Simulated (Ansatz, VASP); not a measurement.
**TiB2: VASP beside Ansatz**

```
CELL_PARAMETERS angstrom
3.03180 0.00000 0.00000
-1.51590 2.62562 0.00000
0.00000 0.00000 3.22423
ATOMIC_POSITIONS crystal
Ti 0.00000 0.00000 0.00000
B 0.33333 0.66667 0.50000
B 0.66667 0.33333 0.50000
```

Alike in both runs: functional PBE; k mesh 18 × 18 × 14; occupations gaussian, width 0.1 eV; no spin polarisation.

Ansatz relaxed the structure, and its values are those at the end. VASP's run is a single point on that final structure, the one shown.

```csv
,VASP,Ansatz
version,VASP 6.6.1,Ansatz 0.2.0
potentials or method,"VASP PAW PBE potentials, release 64 (Ti_sv, B), cutoff 520 eV","scalar-relativistic, plane waves, PAW"
valence electrons in the cell,18,18
```

```tsv
	VASP	Ansatz	Ansatz less VASP
gap on the k mesh at the Fermi level (eV)	none	none	-
pressure (GPa)	0.2	0.0	-0.21
```

A gap of «none» marks a metal or a gap that the smearing closes. With one functional, cell and mesh, what is left measures potentials, basis and numerics.
